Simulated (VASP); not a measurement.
Here is a VASP 6.6.1 calculation.

The input INCAR:

```
  ALGO = Fast
  EDIFF = 1E-6
  ENCUT = 520
  GGA = PE
  ISIF = 2
  ISMEAR = 0
  LASPH = True
  LCHARG = False
  LREAL = False
  LWAVE = False
  NBANDS = 9
  NELM = 80
  PREC = Accurate
  SIGMA = 0.15
```

KPOINTS

```
k-points
0
Gamma
  18 18 10
```

The input POSCAR:

```
Mg
1.0
    3.2092715325      0.0000000000      0.0000000000
   -1.6046357662      2.7793106748      0.0000000000
    0.0000000000      0.0000000000      5.2103300000
Mg
2
Direct
    0.3854645597      0.7048293730      0.2212110365
    0.6666666667      0.3333333333      0.7500000000
```

Potentials or basis: VASP PAW PBE potentials, release 64 (Mg).

Run with:

```bash
$ cat potpaw_PBE.64/Mg/POTCAR > POTCAR
$ mpirun -np 1 vasp_std > vasp.out
```

Problem. What does it give for the largest force?

Solution. 0.414 eV/Å.

Problem. Predict the band gap on the k mesh.

Solution. Zero (bands 2 and 3 overlap by 2.25 eV).

Forces on the atoms (eV/Å):
```
Mg  -0.059 -0.076  0.402
Mg   0.059  0.076 -0.402
```

Caveat: the cell differs from its parent crystal (atom 1 (Mg) moved by (+0.150, -0.150) A along [1 1 0] and z).
